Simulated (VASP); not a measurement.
# Pb (R-3m) in VASP: a series of runs

The runs below take Pb through electric field gradients, with LDA.

Everything below comes from runs of VASP 6.6.1. Logs are shortened: lines on timing, memory, paths and dates and some standing lists are left out, and cuts for length are marked.

## Step 1: The cell of the first run

It takes space group R-3m (No. 166, trigonal). The conventional cell has a = 4.912 Å, b = 4.912 Å, c = 11.675 Å, α = 90.00°, β = 90.00°, γ = 120.00°. Pb (site symmetry 3m) has 4 Pb at 2.92 to 3.00 Å within 3.8 Å.

## Step 2: Electric field gradients, LDA (equal xy, yz and zx shear strains of -2 %)

INCAR

```
PREC = Accurate
ENCUT = 520
EDIFF = 1E-8
ISMEAR = -1
SIGMA = 0.05
LREAL = False
LASPH = True
NELM = 60
ALGO = Normal
ISIF = 2
LWAVE = False
LCHARG = False
GGA = CA
LEFG = True
NBANDS = 21
```

KPOINTS

```
regular mesh
0
Gamma
  8 8 8
```

POSCAR

```
Pb
1.0
   -0.0687800011      3.4046100549      3.4046100549
    3.4046100549     -0.0687800011      3.4046100549
    3.4046100549      3.4046100549     -0.0687800011
Pb
2
Direct
    0.0000000000      0.0000000000      0.0000000000
    0.2500000000      0.2500000000      0.2500000000
```

Potentials or basis: VASP PAW LDA potentials, release 64 (Pb_d).

Run with:

```console
$ cat potpaw_LDA.64/Pb_d/POTCAR > POTCAR
$ mpirun -np 1 vasp_std > vasp.out
```

OUTCAR:

```text
PREC = Accurate
   ENCUT = 520
   EDIFF = 1E-8
   ISMEAR = -1
   LREAL = False
   LASPH = True
   NELM = 60
   ISIF = 2
   GGA = CA

 ion  position               nearest neighbor table
   1  0.000  0.000  0.000-   2 2.92   2 3.00   2 3.00   2 3.00
   2  0.250  0.250  0.250-   1 2.92   1 3.00   1 3.00   1 3.00

  LATTYP: Found a trigonal (rhomboedric) cell.
 ALAT       =     4.8153369498
 COS(alpha) =     0.4797000918

  Lattice vectors:

 A1 = (  -0.0687800011,   3.4046100549,   3.4046100549)
 A2 = (   3.4046100549,  -0.0687800011,   3.4046100549)
 A3 = (   3.4046100549,   3.4046100549,  -0.0687800011)

Analysis of symmetry for initial positions (statically):
=====================================================================
 Subroutine PRICEL returns:
 Original cell was already a primitive cell.

 Routine SETGRP: Setting up the symmetry group for a
 trigonal (rhombohedral) supercell.

 Subroutine GETGRP returns: Found 12 space group operations
 (whereof  6 operations were pure point group operations)
 out of a pool of 12 trial point group operations.

The static configuration has the point symmetry C_3v.
 The point group associated with its full space group is D_3d.

Analysis of symmetry for dynamics (positions and initial velocities):
=====================================================================
 Subroutine PRICEL returns:
 Original cell was already a primitive cell.

 Routine SETGRP: Setting up the symmetry group for a
 trigonal (rhombohedral) supercell.

 Subroutine GETGRP returns: Found 12 space group operations
 (whereof  6 operations were pure point group operations)
 out of a pool of 12 trial point group operations.

The dynamic configuration has the point symmetry C_3v.
 The point group associated with its full space group is D_3d.

 Subroutine INISYM returns: Found 12 space group operations
 (whereof  6 operations are pure point group operations),
 and found     1 'primitive' translations

----------------------------------------------------------------------------------------

[... 116 lines left out ...]
   LORBIT       =      0    0 simple, 1 ext, 2 COOP (PROOUT), +10 PAW based schemes
   GGA     = CA    functional components
   LHFCALC =     F    Hartree Fock is set to
   AEXX    =    0.0000 exact exchange contribution
   IVDW    =     0    specifies the selected vdW correction
   LEPSILON=     F    determine dielectric tensor
   LRPA    =     F    only Hartree local field effects (RPA)
 non-spin polarized calculation
  energy-cutoff  :      520.00
  volume of cell :       81.32
 maximum number of plane-waves:      2206
   NGX = 17   NGY = 17   NGZ = 17

 number of electron      27.9999997 magnetization

 Free energy of the ion-electron system (eV)
  ---------------------------------------------------
  ext. energy  EPLUGINS =         0.00000000
  ---------------------------------------------------
  free energy    TOTEN  =        -7.87952141 eV

  energy without entropy =       -7.87532944  energy(sigma->0) =       -7.87742542

 E-fermi :   4.0946     XC(G=0):  -8.7642

 val. band max:        3.8294001716   @ k =   0.1250   0.1250  -0.0000
 cond. band min:       4.1068881117   @ k =   0.1250   0.0000   0.0000
 fundamental gap:      0.2774879401
 Fermi energy:         4.0945630840

 k-point     1 :       0.0000    0.0000    0.0000
  band No.  band energies     occupation
      1     -13.1567      2.00000
      2     -13.0788      2.00000
      3     -13.0788      2.00000
      4     -13.0252      2.00000
      5     -13.0252      2.00000
      6     -12.6099      2.00000
[... 565 lines left out ...]
     20      10.6391      0.00000
     21      11.9561      0.00000

 [... further k-points ...]
[... 5 lines left out ...]
  --------------------------------------------------------------------------------------
  -------------------------------------------------------------------------------------
  Total       -0.3318000     -0.3318000     -0.3318000      0.3663812      0.3663812      0.3663812
  in kB       -6.5371983     -6.5371983     -6.5371983      7.2185240      7.2185240      7.2185240
  external PRESSURE =      -6.5371983 kB  Pullay stress =       0.0000000 kB

 VOLUME and BASIS-vectors are now :
 -----------------------------------------------------------------------------
  energy-cutoff  :      520.00
  volume of cell :       81.32
      direct lattice vectors                 reciprocal lattice vectors
    -0.068780001  3.404610055  3.404610055    -0.142482690  0.145420478  0.145420478
     3.404610055 -0.068780001  3.404610055     0.145420478 -0.142482690  0.145420478
     3.404610055  3.404610055 -0.068780001     0.145420478  0.145420478 -0.142482690

 POSITION                                       TOTAL-FORCE (eV/Angst)
 -----------------------------------------------------------------------------------
      0.00000      0.00000      0.00000        -0.140179     -0.140179     -0.140179
      1.68511      1.68511      1.68511         0.140179      0.140179      0.140179
 -----------------------------------------------------------------------------------
    total drift:                                0.000000      0.000000      0.000000

  FREE ENERGIE OF THE ION-ELECTRON SYSTEM (eV)
  ---------------------------------------------------
  free  energy   TOTEN  =        -7.8795214111 eV

  energy  without entropy=       -7.8753294362  energy(sigma->0) =       -7.87742542

 Electric field gradients (V/A^2)
---------------------------------------------------------------------
 ion       V_xx      V_yy      V_zz      V_xy      V_xz      V_yz
---------------------------------------------------------------------
   1      -0.000    -0.000     0.000   -27.703   -27.703   -27.703
   2      -0.000    -0.000     0.000   -27.703   -27.703   -27.703
---------------------------------------------------------------------

 Electric field gradients after diagonalization (V/A^2)
 (convention: |V_zz| > |V_xx| > |V_yy|)
----------------------------------------------------------------------
 ion       V_xx      V_yy      V_zz     asymmetry (V_yy - V_xx)/ V_zz
----------------------------------------------------------------------
   1      27.703    27.703   -55.406       0.000
   2      27.703    27.703   -55.406       0.000
----------------------------------------------------------------------

           NMR quadrupolar parameters

 Cq : quadrupolar parameter    Cq=e*Q*V_zz/h
 eta: asymmetry parameters     (V_yy - V_xx)/ V_zz
 Q  : nuclear electric quadrupole moment in mb (millibarn)
----------------------------------------------------------------------
 ion       Cq(MHz)       eta       Q (mb)
----------------------------------------------------------------------
   1      -0.134       0.000       1.000
   2      -0.134       0.000       1.000
----------------------------------------------------------------------
```

OSZICAR:

```text
N       E                     dE             d eps       ncg     rms          rms(c)
DAV:   1     0.292355017121E+03    0.29236E+03   -0.13809E+04  2730   0.145E+03
DAV:   2     0.138214760156E+02   -0.27853E+03   -0.27265E+03  2750   0.391E+02
DAV:   3    -0.713929148353E+01   -0.20961E+02   -0.20808E+02  3303   0.136E+02
DAV:   4    -0.790316213044E+01   -0.76387E+00   -0.76364E+00  3196   0.311E+01
DAV:   5    -0.794783930529E+01   -0.44677E-01   -0.44677E-01  4197   0.660E+00    0.154E+00
DAV:   6    -0.790106703597E+01    0.46772E-01   -0.37556E-02  3837   0.259E+00    0.851E-01
DAV:   7    -0.787958341237E+01    0.21484E-01   -0.32694E-02  3600   0.211E+00    0.147E-01
DAV:   8    -0.787946852280E+01    0.11489E-03   -0.40182E-03  3572   0.737E-01    0.378E-02
DAV:   9    -0.787952256058E+01   -0.54038E-04   -0.16881E-04  3502   0.160E-01    0.131E-02
DAV:  10    -0.787952117418E+01    0.13864E-05   -0.16765E-05  3908   0.556E-02    0.332E-03
DAV:  11    -0.787952140072E+01   -0.22654E-06   -0.12801E-06  3509   0.806E-03    0.781E-04
DAV:  12    -0.787952141349E+01   -0.12766E-07   -0.11630E-07  3285   0.282E-03    0.424E-04
DAV:  13    -0.787952141113E+01    0.23533E-08   -0.19872E-08  2518   0.165E-03
   1 F= -.78795214E+01 E0= -.78774254E+01  d E =-.419197E-02
```

stdout:

```text
POSCAR found type information on POSCAR Pb
 POSCAR found :  1 types and       2 ions
 scaLAPACK will be used
 LDA part: xc-table for (Slater(with rela. corr.)+CA(PZ))
 , standard interpolation
 POSCAR, INCAR and KPOINTS ok, starting setup
 FFT: planning ... GRIDC
 FFT: planning ... GRID_SOFT
 FFT: planning ... GRID
 WAVECAR not read
 entering main loop
ion   1

ion   2
```

Wall time 30 s (1 thread of Intel Xeon 6975P-C (Granite Rapids), shared host); peak memory 0.22 GiB.

Results:

```yaml
Free_energy: -7.8795 eV
Pressure: -0.7 GPa
Largest_force: 0.243 eV/Å
Band_gap_on_the_k_mesh: zero (band 14 reaches 4.45 eV, above the bottom of band 15 at 3.19 eV)
```

Forces on the atoms (eV/Å):
```
Pb  -0.140 -0.140 -0.140
Pb   0.140  0.140  0.140
```

Electric field gradients, principal values (V/Å²):
| atom | least | middle | greatest (by size) |
| --- | --- | --- | --- |
| 1 Pb | 27.703 | 27.703 | -55.406 |
| 2 Pb | 27.703 | 27.703 | -55.406 |

Caveat: the cell differs from its parent crystal (equal xy, yz and zx shear strains of -2 %); without QUAD_EFG the Cq values of the log hold for a quadrupole moment of 1 mb, not for the nuclei; spin-orbit coupling is left out, which moves the levels of the heavy elements.

[end of part 1 of 2]
